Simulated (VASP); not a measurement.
# MgZn4O (Amm2) in VASP: relaxation of cell and atoms with PBE

Aim: the relaxation of cell and atoms of MgZn4O with PBE.

Program: VASP 6.6.1. These are calculated values, not measurements. Logs are shortened: lines on timing, memory, paths and dates and some standing lists are left out, and cuts for length are marked.

### 1 The cell of the first run

It takes space group Amm2 (No. 38, orthorhombic). Conventional cell: a = 5.593 Å, b = 5.553 Å, c = 6.477 Å, α = 90.00°, β = 90.00°, γ = 90.00°. Within 3.0 Å of Mg (site symmetry mm2) lie 8 Zn at 2.20 to 2.86 Å and 2 O at 2.96 Å. Within 3.0 Å of Zn (site symmetry 1) lie 2 Mg at 2.20 to 2.86 Å and 2 O at 2.35 to 2.91 Å and 4 Zn at 2.64 to 2.96 Å. Within 3.1 Å of O (site symmetry mm2) lie 8 Zn at 2.35 to 2.91 Å and 2 Mg at 2.96 Å.

The cell was built from a structure type or drawn by symmetry, and may not be a known phase.

### 2 Relaxation of cell and atoms, PBE

The input, INCAR:

```
SYSTEM = MgZn4O
ALGO = Normal ; EDIFF = 1E-7
EDIFFG = -0.08 ; ENCUT = 600
GGA = PE ; IBRION = 2
ISIF = 3 ; ISMEAR = 0
LASPH = .TRUE. ; LCHARG = .FALSE.
LREAL = .FALSE. ; LWAVE = .FALSE.
NELM = 100 ; NSW = 36
PREC = Accurate ; SIGMA = 0.2
```

The input, KPOINTS:

```
k-points
0
G
  3 4 4
  0 0 0
```

The input, POSCAR:

```
MgZn4O
1.0
    5.5931969600      0.0000000000      0.0000000000
    0.0000000000      2.7765288000      3.2386647100
    0.0000000000     -2.7765288000      3.2386647100
Mg Zn O
1 4 1
Direct
    0.0000000000      0.7540187500      0.7540187500
    0.2356050600      0.3369997900      0.8184900100
    0.7643949400      0.8184900100      0.3369997900
    0.2356050600      0.8184900100      0.3369997900
    0.7643949400      0.3369997900      0.8184900100
    0.5000000000      0.9056522300      0.9056522300
```

Potentials or basis: VASP PAW PBE potentials, release 64 (Mg, Zn, O).

Run with:

```sh
> cat potpaw_PBE.64/Mg/POTCAR potpaw_PBE.64/Zn/POTCAR potpaw_PBE.64/O/POTCAR > POTCAR
> mpirun -np 1 vasp_std > vasp.out
```

OUTCAR:

```text
SYSTEM = MgZn4O
   EDIFF = 1E-7
   EDIFFG = -0.08
   ENCUT = 600
   GGA = PE
   IBRION = 2
   ISIF = 3
   ISMEAR = 0
   LASPH = .TRUE.
   LREAL = .FALSE.
   NELM = 100
   NSW = 36
   PREC = Accurate

 ion  position               nearest neighbor table
   1  0.000  0.754  0.754-   2 2.20   3 2.20   4 2.20   5 2.20   2 2.86   5 2.86   3 2.86   4 2.86

   2  0.236  0.337  0.818-   1 2.20   6 2.35   5 2.64   4 2.67   1 2.86   4 2.88   5 2.96
   3  0.764  0.818  0.337-   1 2.20   6 2.35   4 2.64   5 2.67   1 2.86   5 2.88   4 2.96
   4  0.236  0.818  0.337-   1 2.20   6 2.35   3 2.64   2 2.67   1 2.86   2 2.88   3 2.96
   5  0.764  0.337  0.818-   1 2.20   6 2.35   2 2.64   3 2.67   1 2.86   3 2.88   2 2.96
   6  0.500  0.906  0.906-   2 2.35   3 2.35   4 2.35   5 2.35

  LATTYP: Found a base centered orthorhombic cell.
 ALAT       =     5.5530576000
 B/A-ratio  =     1.1664437660
 C/A-ratio  =     1.0072283349

  Lattice vectors:

 A1 = (   0.0000000000,   2.7765288000,  -3.2386647100)
 A2 = (   0.0000000000,   2.7765288000,   3.2386647100)
 A3 = (   5.5931969600,   0.0000000000,   0.0000000000)

Analysis of symmetry for initial positions (statically):
=====================================================================
 Subroutine PRICEL returns:
 Original cell was already a primitive cell.

 Routine SETGRP: Setting up the symmetry group for a
 base centered orthorhombic supercell.

 Subroutine GETGRP returns: Found  4 space group operations
 (whereof  4 operations were pure point group operations)
 out of a pool of  8 trial point group operations.

The static configuration has the point symmetry C_2v.

Analysis of symmetry for dynamics (positions and initial velocities):
=====================================================================
 Subroutine PRICEL returns:
 Original cell was already a primitive cell.

 Routine SETGRP: Setting up the symmetry group for a
 base centered orthorhombic supercell.

 Subroutine GETGRP returns: Found  4 space group operations
 (whereof  4 operations were pure point group operations)
 out of a pool of  8 trial point group operations.

The dynamic configuration has the point symmetry C_2v.

 Subroutine INISYM returns: Found  4 space group operations
 (whereof  4 operations are pure point group operations),
 and found     1 'primitive' translations

----------------------------------------------------------------------------------------

                                     Primitive cell

  volume of cell :     100.5908

  direct lattice vectors                    reciprocal lattice vectors
     5.593196960  0.000000000  0.000000000     0.178788626  0.000000000  0.000000000
     0.000000000  2.776528800  3.238664710     0.000000000  0.180080970  0.154384614
     0.000000000 -2.776528800  3.238664710     0.000000000 -0.180080970  0.154384614

  length of vectors
     5.593196960  4.265918574  4.265918574     0.178788626  0.237199841  0.237199841

  position of ions in fractional coordinates (direct lattice)
     0.000000000  0.754018750  0.754018750
     0.235605060  0.336999790  0.818490010
     0.764394940  0.818490010  0.336999790
     0.235605060  0.818490010  0.336999790
     0.764394940  0.336999790  0.818490010
     0.500000000  0.905652230  0.905652230

  ion indices of the primitive-cell ions
   primitive index   ion index
                 1           1
                 2           2
                 3           3
                 4           4
                 5           5
                 6           6

----------------------------------------------------------------------------------------

 KPOINTS: k-points

Automatic generation of k-mesh.
 Grid dimensions read from file:
 generate k-points for:    3    4    4

 Generating k-lattice:

  Cartesian coordinates                     Fractional coordinates (reciprocal lattice)
     0.059596209  0.000000000  0.000000000     0.333333333  0.000000000  0.000000000
     0.000000000  0.045020243  0.038596153     0.000000000  0.250000000  0.000000000
     0.000000000 -0.045020243  0.038596153     0.000000000  0.000000000  0.250000000

  Length of vectors
     0.059596209  0.059299960  0.059299960

  Shift w.r.t. Gamma in fractional coordinates (k-lattice)
     0.000000000  0.000000000  0.000000000

 Subroutine IBZKPT returns following result:
 ===========================================

 Found     14 irreducible k-points:

 Following reciprocal coordinates:
            Coordinates               Weight
  0.000000  0.000000  0.000000      1.000000
  0.333333  0.000000  0.000000      2.000000
  0.000000  0.250000 -0.000000      4.000000
  0.333333  0.250000 -0.000000      8.000000
  0.000000  0.500000 -0.000000      2.000000
  0.333333  0.500000 -0.000000      4.000000
  0.000000  0.250000  0.250000      2.000000
  0.333333  0.250000  0.250000      4.000000
  0.000000  0.500000  0.250000      4.000000
  0.333333  0.500000  0.250000      8.000000
  0.000000 -0.250000  0.250000      2.000000
  0.333333 -0.250000  0.250000      4.000000
  0.000000  0.500000  0.500000      1.000000
  0.333333  0.500000  0.500000      2.000000
   k-points           NKPTS =     14   k-points in BZ     NKDIM =     14   number of bands    NBANDS=     33
   number of dos      NEDOS =    301   number of ions     NIONS =      6
   total plane-waves  NPLWV =  62208
   dimension x,y,z NGX =    48 NGY =   36 NGZ =   36
   dimension x,y,z NGXF=    96 NGYF=   72 NGZF=   72
   ions per type =               1   4   1
   NGX,Y,Z   is equivalent  to a cutoff of  14.27, 14.03, 14.03 a.u.
   NGXF,Y,Z  is equivalent  to a cutoff of  28.53, 28.06, 28.06 a.u.
 SYSTEM =  MgZn4O
   PREC   = accura    normal or accurate (medium, high low for compatibility)
   ISTART =      0    job   : 0-new  1-cont  2-samecut
   ICHARG =      2    charge: 1-file 2-atom 10-const
   ISPIN  =      1    spin polarized calculation?
   LNONCOLLINEAR =      F non collinear calculations
   LSORBIT =      F    spin-orbit coupling
   LASPH  =      T    aspherical Exc in radial PAW
   ENCUT  =  600.0 eV  44.10 Ry    6.64 a.u.  11.17  8.52  8.52*2*pi/ulx,y,z
   NELM   =    100;   NELMIN=  2; NELMDL= -5     # of ELM steps
   EDIFF  = 0.1E-06   stopping-criterion for ELM
   LREAL  =      F    real-space projection
   EDIFFG = -.8E-01   stopping-criterion for IOM
   NSW    =     36    number of steps for IOM
   IBRION =      2    ionic relax: 0-MD 1-quasi-New 2-CG
   NFREE  =      1    steps in history (QN), initial steepest desc. (CG)
   ISIF   =      3    stress and relaxation
   ISYM   =      2    0-nonsym 1-usesym 2-fastsym
   POTIM  = 0.5000    time-step for ionic-motion
   TEBEG  =    0.0;   TEEND  =   0.0 temperature during run
   PSTRESS=    0.0 pullay stress
   NELECT =      56.0000    total number of electrons
   NUPDOWN=      -1.0000    fix difference up-down
   EMIN   =  10.00;   EMAX   =-10.00  energy-range for DOS
   EFERMI =   0.00;   METHOD = LEGACY
   ISMEAR =     0;   SIGMA  =   0.20  broadening in eV -4-tet -1-fermi 0-gaus
   EFERMI_NEDOS =   21; number of points for ismear=-14 and -15
   IALGO  =     38    algorithm
   IMIX   =      4    mixing-type and parameters
     AMIX     =   0.40;   BMIX     =  1.00
     AMIX_MAG =   1.60;   BMIX_MAG =  1.00
  volume/ion in A,a.u.               =      16.77       113.14
  Fermi-wavevector in a.u.,A,eV,Ry     =   1.346743  2.544975 24.677116  1.813717
  Thomas-Fermi vector in A             =   2.474550
   LORBIT       =      0    0 simple, 1 ext, 2 COOP (PROOUT), +10 PAW based schemes
   GGA     = PE    functional components
   LHFCALC =     F    Hartree Fock is set to
   AEXX    =    0.0000 exact exchange contribution
   IVDW    =     0    specifies the selected vdW correction
   LEPSILON=     F    determine dielectric tensor
   LRPA    =     F    only Hartree local field effects (RPA)
 conjugate gradient relaxation of ions
 non-spin polarized calculation
 Gauss-broadening in eV      SIGMA  =   0.20
  energy-cutoff  :      600.00
  volume of cell :      100.59
 maximum number of plane-waves:      3380
 NGX is ok and might be reduce to    48
   NGX = 23   NGY = 17   NGZ = 17

--------------------------------------- Ionic step        1  -------------------------------------------

 number of electron      56.0000010 magnetization

 Free energy of the ion-electron system (eV)
  ---------------------------------------------------
  ext. energy  EPLUGINS =         0.00000000
  ---------------------------------------------------
  free energy    TOTEN  =        -8.43707552 eV

  energy without entropy =       -8.39602172  energy(sigma->0) =       -8.41654862

 E-fermi :   2.2997     XC(G=0): -10.1661

 val. band max:        2.2360143071   @ k =   0.3333   0.5000   0.2500
 cond. band min:       2.3061382863   @ k =   0.0000   0.5000   0.2500
 fundamental gap:      0.0701239792
 Fermi energy:         2.2997332644

 k-point     1 :       0.0000    0.0000    0.0000
  band No.  band energies     occupation
      1     -15.5909      2.00000
      2      -6.0942      2.00000
      3      -5.9614      2.00000
      4      -5.8648      2.00000
      5      -5.7962      2.00000
      6      -5.7752      2.00000
[... 606 lines left out ...]
  FREE ENERGIE OF THE ION-ELECTRON SYSTEM (eV)
  ---------------------------------------------------
  free  energy   TOTEN  =       -10.5872882656 eV

  energy  without entropy=      -10.5435845465  energy(sigma->0) =      -10.56543641

[... ionic steps 4 to 15 ...]

--------------------------------------- Ionic step       16  -------------------------------------------

 number of electron      55.9999990 magnetization

------------------------ aborting loop because EDIFF is reached ----------------------------------------

  FORCE on cell =-STRESS in cart. coord.  units (eV):
  Direction    XX          YY          ZZ          XY          YZ          ZX
  --------------------------------------------------------------------------------------
  -------------------------------------------------------------------------------------
  Total       -0.0298867      0.0542877      0.1830234      0.0000000      0.0000000      0.0000000
  in kB       -0.4225800      0.7675969      2.5878453      0.0000000      0.0000000      0.0000000
  external PRESSURE =       0.9776207 kB  Pullay stress =       0.0000000 kB
[... 65 lines left out ...]
  energy  without entropy=      -11.5942909662  energy(sigma->0) =      -11.61154990

--------------------------------------- Ionic step       18  -------------------------------------------

 number of electron      55.9999931 magnetization

 Free energy of the ion-electron system (eV)
  ---------------------------------------------------
  ext. energy  EPLUGINS =         0.00000000
  ---------------------------------------------------
  free energy    TOTEN  =       -11.63740534 eV

  energy without entropy =      -11.60136880  energy(sigma->0) =      -11.61938707

 E-fermi :   1.3659     XC(G=0):  -9.5487

 val. band max:        1.3198733579   @ k =   0.3333  -0.2500   0.2500
 cond. band min:       1.5527685277   @ k =   0.0000   0.5000   0.2500
 fundamental gap:      0.2328951699
 Fermi energy:         1.3659087117

 k-point     1 :       0.0000    0.0000    0.0000
  band No.  band energies     occupation
      1     -17.4648      2.00000
      2      -6.8998      2.00000
      3      -6.3117      2.00000
      4      -6.3085      2.00000
      5      -6.1109      2.00000
      6      -5.9841      2.00000
[... 526 lines left out ...]
  FREE ENERGIE OF THE ION-ELECTRON SYSTEM (eV)
  ---------------------------------------------------
  free  energy   TOTEN  =       -11.6374053408 eV

  energy  without entropy=      -11.6013687966  energy(sigma->0) =      -11.61938707

 reached required accuracy - stopping structural energy minimisation
```

Wall time 5.8 min (1 thread of Intel Xeon 6975P-C (Granite Rapids), shared host); peak memory 0.27 GiB.

What came out:

```
Free energy                           : -11.6374 eV
Relaxed volume                        : 19.08 Å³/atom
Relaxed cell                          : a = 6.566 Å, b = 4.226 Å, c = 4.226 Å, α = 77.36°, β = 90.00°, γ = 90.00°
Space group after relaxing (to 0.1 Å) : Amm2 (No. 38)
Energy gained by relaxing             : 533.4 meV/atom
Ionic steps                           : 18
Pressure after relaxing               : -0.2 GPa
Largest force after relaxing          : 0.069 eV/Å
Band gap on the k mesh                : zero (bands 28 and 29 overlap by 2.29 eV)
```

Forces on the atoms (eV/Å):
```
Mg   0.000  0.000 -0.005
Zn   0.013  0.066 -0.015
Zn  -0.013 -0.066 -0.015
Zn   0.013 -0.066 -0.015
Zn  -0.013  0.066 -0.015
O    0.000  0.000  0.064
```

Stress tensor (GPa, compression positive):
```
 0.17  0.00  0.00
 0.00 -0.21  0.00
 0.00  0.00 -0.51
```

The path:
```tsv
step	energy change (eV)	largest force (eV/Å)	pressure (GPa)	volume (Å³)
1	0.0000	5.7161	9.31	100.59
2	-2.1429	1.5905	-2.16	115.44
3	-2.1502	1.5566	-2.44	116.76
4	-2.3940	1.2012	-0.33	112.74
5	-2.4918	0.7833	2.50	108.86
6	-2.6841	0.6902	2.28	109.81
7	-2.9429	0.3676	2.86	112.34
8	-3.0333	0.4530	-0.93	119.57
9	-3.0349	0.4321	-0.52	118.66
10	-3.0847	0.3718	-0.74	118.90
11	-3.1066	0.3065	-0.93	119.19
12	-3.1356	0.2509	-0.10	116.44
13	-3.1479	0.2298	1.17	112.71
14	-3.1642	0.1789	0.72	112.64
15	-3.1671	0.2176	0.43	112.58
16	-3.1775	0.1884	0.10	113.31
17	-3.1917	0.1144	-0.80	115.51
18	-3.2003	0.0687	-0.18	114.45
```

Final structure:
```yaml
crystal:
  lattice:
    - [6.56638, 0.00000, 0.00000]
    - [0.00000, 2.64143, 3.29938]
    - [0.00000, -2.64143, 3.29938]
  atoms:
    - { symbol: Mg, position: [0.00000, 0.78179, 0.78179] }
    - { symbol: Zn, position: [0.27052, 0.29305, 0.77824] }
    - { symbol: Zn, position: [0.72948, 0.77824, 0.29305] }
    - { symbol: Zn, position: [0.27052, 0.77824, 0.29305] }
    - { symbol: Zn, position: [0.72948, 0.29305, 0.77824] }
    - { symbol: O, position: [0.50000, 0.04629, 0.04629] }
```

Caveat: the k points lie up to 0.38 Å⁻¹ apart in the final cell, too coarse for converged energies and pressures of a metal; a cell axis changed by over 15 % at a fixed basis, so the end point is rough; the relaxation stopped at a loose force limit of 0.08 eV/Å, so its end isn't a converged minimum.
